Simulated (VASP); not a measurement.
A run of VASP 6.6.1 is set up as follows.

Contents of INCAR:

```
PREC = Accurate ; ENCUT = 520
EDIFF = 1E-7 ; ISMEAR = -1
SIGMA = 0.05 ; LREAL = F
LASPH = T ; NELM = 60
ALGO = Normal ; ISIF = 2
LWAVE = F ; LCHARG = T
GGA = PS ; LELF = T
LVHAR = T ; NBANDS = 16
```

File KPOINTS:

```
regular mesh
0
Gamma
  11 11 6
```

POSCAR

```
Ir
1.0
    2.7513778946      0.0000000000      0.0000000000
   -1.3756889473      2.3827631521      0.0000000000
    0.0000000000      0.0000000000      4.4622900000
Ir
2
Direct
    0.3333333333      0.6666666667      0.2500000000
    0.6666666667      0.3333333333      0.7500000000
```

Potentials or basis: VASP PAW PBE potentials, release 64 (Ir).

Command:

```console
$ cat potpaw_PBE.64/Ir/POTCAR > POTCAR
$ mpirun -np 1 vasp_std > vasp.out
```

(1) Predict the pressure.

(2) What does it give for the band gap on the k mesh?

Results:

(1) -11.6 GPa.

(2) zero (band 9 reaches 10.70 eV, above the bottom of band 10 at 7.61 eV).

Caveat: the PAW data sets were made with another functional, which shifts forces and pressure a little; spin-orbit coupling is left out, which moves the levels of the heavy elements.
